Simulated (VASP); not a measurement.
# TiAl in VASP: notebook

The runs below take TiAl through single point, with LDA.

Everything below comes from runs of VASP 6.6.1. Logs are shortened: lines on timing, memory, paths and dates and some standing lists are left out, and cuts for length are marked.

## Step 1: The cell of the first run

The structure is cubic, space group Pm-3m (No. 221). Conventional cell: a = 3.018 Å, b = 3.018 Å, c = 3.018 Å, α = 90.00°, β = 90.00°, γ = 90.00°. Within 3.4 Å of Ti (site symmetry m-3m) lie 8 Al at 2.61 Å and 6 Ti at 3.02 Å. Al (site symmetry m-3m) has 8 Ti at 2.61 Å and 6 Al at 3.02 Å within 3.4 Å.

## Step 2: Single point, LDA

Contents of INCAR:

```
SYSTEM = TiAl
  PREC = Accurate
  ENCUT = 520
  EDIFF = 1E-6
  ISMEAR = 1
  SIGMA = 0.1
  LREAL = .FALSE.
  LASPH = .TRUE.
  NELM = 60
  ALGO = Normal
  ISIF = 2
  LWAVE = .FALSE.
  LCHARG = .FALSE.
  NBANDS = 14
```

Contents of KPOINTS:

```
regular mesh
0
G
  8 8 8
  0 0 0
```

Contents of POSCAR:

```
TiAl
1.0
    3.0180000000      0.0000000000      0.0000000000
    0.0000000000      3.0180000000      0.0000000000
    0.0000000000      0.0000000000      3.0180000000
Ti Al
1 1
Direct
    0.5000000000      0.5000000000      0.5000000000
    0.0000000000      0.0000000000      0.0000000000
```

Potentials or basis: VASP PAW LDA potentials, release 64 (Ti_sv, Al).

Command:

```bash
cat potpaw_LDA.64/Ti_sv/POTCAR potpaw_LDA.64/Al/POTCAR > POTCAR
mpirun -np 1 vasp_std > vasp.out
```

OUTCAR:

```text
SYSTEM = TiAl
   PREC = Accurate
   ENCUT = 520
   EDIFF = 1E-6
   ISMEAR = 1
   LREAL = .FALSE.
   LASPH = .TRUE.
   NELM = 60
   ISIF = 2

 ion  position               nearest neighbor table
   1  0.500  0.500  0.500-   2 2.61   2 2.61   2 2.61   2 2.61   2 2.61   2 2.61   2 2.61   2 2.61

   2  0.000  0.000  0.000-   1 2.61   1 2.61   1 2.61   1 2.61   1 2.61   1 2.61   1 2.61   1 2.61

  LATTYP: Found a simple cubic cell.
 ALAT       =     3.0180000000

  Lattice vectors:

 A1 = (   3.0180000000,   0.0000000000,   0.0000000000)
 A2 = (   0.0000000000,   3.0180000000,   0.0000000000)
 A3 = (   0.0000000000,   0.0000000000,   3.0180000000)

Analysis of symmetry for initial positions (statically):
=====================================================================
 Subroutine PRICEL returns:
 Original cell was already a primitive cell.

 Routine SETGRP: Setting up the symmetry group for a
 simple cubic supercell.

 Subroutine GETGRP returns: Found 48 space group operations
 (whereof 48 operations were pure point group operations)
 out of a pool of 48 trial point group operations.

The static configuration has the point symmetry O_h .

Analysis of symmetry for dynamics (positions and initial velocities):
=====================================================================
 Subroutine PRICEL returns:
 Original cell was already a primitive cell.

 Routine SETGRP: Setting up the symmetry group for a
 simple cubic supercell.

 Subroutine GETGRP returns: Found 48 space group operations
 (whereof 48 operations were pure point group operations)
 out of a pool of 48 trial point group operations.

The dynamic configuration has the point symmetry O_h .

 Subroutine INISYM returns: Found 48 space group operations
 (whereof 48 operations are pure point group operations),
 and found     1 'primitive' translations

----------------------------------------------------------------------------------------

                                     Primitive cell

  volume of cell :      27.4889

  direct lattice vectors                    reciprocal lattice vectors
     3.018000000  0.000000000  0.000000000     0.331345262  0.000000000  0.000000000
     0.000000000  3.018000000  0.000000000     0.000000000  0.331345262  0.000000000
     0.000000000  0.000000000  3.018000000     0.000000000  0.000000000  0.331345262

  length of vectors
     3.018000000  3.018000000  3.018000000     0.331345262  0.331345262  0.331345262

  position of ions in fractional coordinates (direct lattice)
     0.500000000  0.500000000  0.500000000
     0.000000000  0.000000000  0.000000000

  ion indices of the primitive-cell ions
   primitive index   ion index
                 1           1
                 2           2

----------------------------------------------------------------------------------------

 KPOINTS: regular mesh

Automatic generation of k-mesh.
 Grid dimensions read from file:
 generate k-points for:    8    8    8

 Generating k-lattice:

  Cartesian coordinates                     Fractional coordinates (reciprocal lattice)
     0.041418158  0.000000000  0.000000000     0.125000000  0.000000000  0.000000000
     0.000000000  0.041418158  0.000000000     0.000000000  0.125000000  0.000000000
     0.000000000  0.000000000  0.041418158     0.000000000  0.000000000  0.125000000

  Length of vectors
     0.041418158  0.041418158  0.041418158

  Shift w.r.t. Gamma in fractional coordinates (k-lattice)
     0.000000000  0.000000000  0.000000000

 Subroutine IBZKPT returns following result:
 ===========================================

 Found     35 irreducible k-points:

 Following reciprocal coordinates:
            Coordinates               Weight
  0.000000  0.000000  0.000000      1.000000
  0.125000  0.000000  0.000000      6.000000
  0.250000  0.000000  0.000000      6.000000
  0.375000  0.000000  0.000000      6.000000
  0.500000  0.000000  0.000000      3.000000
  0.125000  0.125000  0.000000     12.000000
[... 16 lines left out ...]
  0.375000  0.375000  0.125000     24.000000
  0.500000  0.375000  0.125000     24.000000
 [... further k-points ...]
   k-points           NKPTS =     35   k-points in BZ     NKDIM =     35   number of bands    NBANDS=     14
   number of dos      NEDOS =    301   number of ions     NIONS =      2
   total plane-waves  NPLWV =  13824
   dimension x,y,z NGX =    24 NGY =   24 NGZ =   24
   dimension x,y,z NGXF=    48 NGYF=   48 NGZF=   48
   ions per type =               1   1
   NGX,Y,Z   is equivalent  to a cutoff of  13.22, 13.22, 13.22 a.u.
   NGXF,Y,Z  is equivalent  to a cutoff of  26.44, 26.44, 26.44 a.u.
 SYSTEM =  TiAl
   PREC   = accura    normal or accurate (medium, high low for compatibility)
   ISTART =      0    job   : 0-new  1-cont  2-samecut
   ICHARG =      2    charge: 1-file 2-atom 10-const
   ISPIN  =      1    spin polarized calculation?
   LNONCOLLINEAR =      F non collinear calculations
   LSORBIT =      F    spin-orbit coupling
   LASPH  =      T    aspherical Exc in radial PAW
   ENCUT  =  520.0 eV  38.22 Ry    6.18 a.u.   5.61  5.61  5.61*2*pi/ulx,y,z
   NELM   =     60;   NELMIN=  2; NELMDL= -5     # of ELM steps
   EDIFF  = 0.1E-05   stopping-criterion for ELM
   LREAL  =      F    real-space projection
   EDIFFG = 0.1E-04   stopping-criterion for IOM
   NSW    =      0    number of steps for IOM
   IBRION =     -1    ionic relax: 0-MD 1-quasi-New 2-CG
   NFREE  =      0    steps in history (QN), initial steepest desc. (CG)
   ISIF   =      2    stress and relaxation
   ISYM   =      2    0-nonsym 1-usesym 2-fastsym
   POTIM  = 0.5000    time-step for ionic-motion
   TEBEG  =    0.0;   TEEND  =   0.0 temperature during run
   PSTRESS=    0.0 pullay stress
   NELECT =      15.0000    total number of electrons
   NUPDOWN=      -1.0000    fix difference up-down
   EMIN   =  10.00;   EMAX   =-10.00  energy-range for DOS
   EFERMI =   0.00;   METHOD = LEGACY
   ISMEAR =     1;   SIGMA  =   0.10  broadening in eV -4-tet -1-fermi 0-gaus
   EFERMI_NEDOS =   21; number of points for ismear=-14 and -15
   IALGO  =     38    algorithm
   IMIX   =      4    mixing-type and parameters
     AMIX     =   0.40;   BMIX     =  1.00
     AMIX_MAG =   1.60;   BMIX_MAG =  1.00
  volume/ion in A,a.u.               =      13.74        92.75
  Fermi-wavevector in a.u.,A,eV,Ry     =   1.337784  2.528045 24.349887  1.789666
  Thomas-Fermi vector in A             =   2.466306
   LORBIT       =      0    0 simple, 1 ext, 2 COOP (PROOUT), +10 PAW based schemes
   GGA     = CA    functional components
   LHFCALC =     F    Hartree Fock is set to
   AEXX    =    0.0000 exact exchange contribution
   IVDW    =     0    specifies the selected vdW correction
   LEPSILON=     F    determine dielectric tensor
   LRPA    =     F    only Hartree local field effects (RPA)
 non-spin polarized calculation
 Methfessel and Paxton  Order N= 1 SIGMA  =   0.10
  energy-cutoff  :      520.00
  volume of cell :       27.49
 maximum number of plane-waves:       756
 NGX is ok and might be reduce to    24
   NGX = 11   NGY = 11   NGZ = 11

 number of electron      14.9999999 magnetization

 Free energy of the ion-electron system (eV)
  ---------------------------------------------------
  ext. energy  EPLUGINS =         0.00000000
  ---------------------------------------------------
  free energy    TOTEN  =       -13.15069039 eV

  energy without entropy =      -13.15206141  energy(sigma->0) =      -13.15114740

 E-fermi :  10.2751     XC(G=0): -12.0125

 val. band max:       10.2143026504   @ k =   0.5000   0.5000   0.2500
 cond. band min:      10.3335918577   @ k =   0.3750   0.1250   0.0000
 fundamental gap:      0.1192892074
 Fermi energy:        10.2750503490

 k-point     1 :       0.0000    0.0000    0.0000
  band No.  band energies     occupation
      1     -45.6007      2.00000
      2     -22.1648      2.00000
      3     -22.1648      2.00000
      4     -22.1648      2.00000
      5       0.4024      2.00000
      6       8.4537      2.00000
      7       8.4537      2.00000
      8      12.4039      0.00000
      9      12.4039      0.00000
     10      12.4039      0.00000
     11      15.5187      0.00000
     12      15.5187      0.00000
     13      15.5187      0.00000
     14      20.1052      0.00000

 k-point     2 :       0.1250    0.0000    0.0000
  band No.  band energies     occupation
      1     -45.5961      2.00000
      2     -22.2115      2.00000
      3     -22.1607      2.00000
      4     -22.1607      2.00000
      5       0.6869      2.00000
      6       8.3475      2.00000
      7       8.5866      2.00000
      8      11.9518     -0.00000
      9      11.9518     -0.00000
     10      12.4415      0.00000
     11      14.6218      0.00000
     12      16.1561      0.00000
     13      16.1561      0.00000
     14      19.6442      0.00000

 k-point     3 :       0.2500    0.0000    0.0000
  band No.  band energies     occupation
      1     -45.5848      2.00000
      2     -22.3231      2.00000
      3     -22.1508      2.00000
      4     -22.1508      2.00000
      5       1.5085      2.00000
      6       7.6788      2.00000
      7       8.9396      2.00000
      8      11.1885     -0.00000
      9      11.1885     -0.00000
     10      12.5344      0.00000
     11      13.7177      0.00000
     12      17.5030      0.00000
     13      17.5030      0.00000
     14      18.5550      0.00000
[... 324 lines left out ...]
 k-point    23 :       0.3750    0.3750    0.1250
  band No.  band energies     occupation
      1     -45.5432      2.00000
      2     -22.3901      2.00000
      3     -22.3844      2.00000
      4     -22.1590      2.00000
      5       4.4641      2.00000
      6       7.3784      2.00000
      7       8.0723      2.00000
      8       9.9092      2.00000
      9      11.1202     -0.00000
     10      11.3369     -0.00000
     11      13.9403      0.00000
     12      15.9123      0.00000
     13      17.3391      0.00000
     14      18.6311      0.00000

 k-point    24 :       0.5000    0.3750    0.1250
  band No.  band energies     occupation
      1     -45.5388      2.00000
      2     -22.4294      2.00000
      3     -22.3806      2.00000
      4     -22.1546      2.00000
      5       4.8701      2.00000
      6       7.1477      2.00000
      7       8.1846      2.00000
      8       9.6359      2.00000
      9      11.3313     -0.00000
     10      11.3397     -0.00000
     11      13.7849      0.00000
     12      16.1834      0.00000
     13      16.4457      0.00000
     14      18.8343      0.00000

 [... further k-points ...]

------------------------ aborting loop because EDIFF is reached ----------------------------------------

  FORCE on cell =-STRESS in cart. coord.  units (eV):
  Direction    XX          YY          ZZ          XY          YZ          ZX
  --------------------------------------------------------------------------------------
  -------------------------------------------------------------------------------------
  Total        2.7612944      2.7612944      2.7612944      0.0000000      0.0000000     -0.0000000
  in kB      160.9405907    160.9405907    160.9405907      0.0000000      0.0000000     -0.0000000
  external PRESSURE =     160.9405907 kB  Pullay stress =       0.0000000 kB

 VOLUME and BASIS-vectors are now :
 -----------------------------------------------------------------------------
  energy-cutoff  :      520.00
  volume of cell :       27.49
      direct lattice vectors                 reciprocal lattice vectors
     3.018000000  0.000000000  0.000000000     0.331345262  0.000000000  0.000000000
     0.000000000  3.018000000  0.000000000     0.000000000  0.331345262  0.000000000
     0.000000000  0.000000000  3.018000000     0.000000000  0.000000000  0.331345262

 POSITION                                       TOTAL-FORCE (eV/Angst)
 -----------------------------------------------------------------------------------
      1.50900      1.50900      1.50900         0.000000      0.000000      0.000000
      0.00000      0.00000      0.00000         0.000000      0.000000      0.000000
 -----------------------------------------------------------------------------------
    total drift:                                0.000000     -0.000000     -0.000000

  FREE ENERGIE OF THE ION-ELECTRON SYSTEM (eV)
  ---------------------------------------------------
  free  energy   TOTEN  =       -13.1506903937 eV

  energy  without entropy=      -13.1520614065  energy(sigma->0) =      -13.15114740
```

It took 9.7 s on 1 thread of Intel Xeon Platinum 8375C at 2.90GHz (Ice Lake), shared host; peak memory 0.13 GiB.

What came out:

| Property | Result |
| --- | --- |
| Free energy | -13.1507 eV |
| Pressure | 16.1 GPa |

## Step 3: Single point, LDA

Contents of INCAR:

```
SYSTEM = TiAl
ALGO = Normal
EDIFF = 1E-7
ENCUT = 520
GGA = CA
ISIF = 2
ISMEAR = 1
LASPH = .True.
LCHARG = .False.
LREAL = .False.
LWAVE = .False.
NBANDS = 14
NELM = 80
PREC = Accurate
SIGMA = 0.1
```

Contents of KPOINTS:

```
k-points
0
Gamma
  8 8 8
  0 0 0
```

Edit POSCAR of step 2 so:

```diff
@@ -8,3 +8,3 @@
 Direct
-    0.5000000000      0.5000000000      0.5000000000
+    0.5000000000      0.5000000000      0.4668654738
     0.0000000000      0.0000000000      0.0000000000
```

Potentials or basis: VASP PAW LDA potentials, release 64 (Ti_sv, Al).

Command:

```bash
cat potpaw_LDA.64/Ti_sv/POTCAR potpaw_LDA.64/Al/POTCAR > POTCAR
mpirun -np 1 vasp_std > vasp.out
```

It took 22 s on 1 thread of Intel Xeon Platinum 8375C at 2.90GHz (Ice Lake), shared host; peak memory 0.14 GiB.

The run converged. Its results:

| Quantity | Value |
| --- | --- |
| Free energy | -13.1043 eV |
| Pressure | 16.7 GPa |
| Largest force | 0.927 eV/Å |

Forces on the atoms (eV/Å):
```
Ti   0.000  0.000  0.927
Al   0.000  0.000 -0.927
```

Stress tensor (GPa, compression positive):
```
16.98  0.00  0.00
 0.00 16.98  0.00
 0.00  0.00 16.10
```

Levels at points of the mesh, in eV from the Fermi level:
```csv
k point,band 4,band 5,band 6,band 7,band 8,band 9,band 10,band 11
"(0.00, 0.00, 0.00)",-32.43,-9.86,-1.83,-1.82,2.12,2.13,2.13,5.27
"(0.50, 0.00, 0.00)",-32.41,-6.12,-5.55,-0.73,0.13,0.16,2.39,3.72
"(0.00, 0.00, 0.50)",-32.41,-6.13,-5.55,-0.74,0.16,0.16,2.39,3.73
"(0.50, 0.50, 0.00)",-32.38,-5.46,-2.00,-2.00,-1.62,0.77,0.77,3.37
"(0.00, 0.50, 0.50)",-32.38,-5.45,-2.05,-2.00,-1.58,0.73,0.75,3.37
"(0.50, 0.50, 0.50)",-32.66,-3.59,-3.58,-3.58,1.54,3.46,3.46,3.50
```

[end of part 1 of 2]
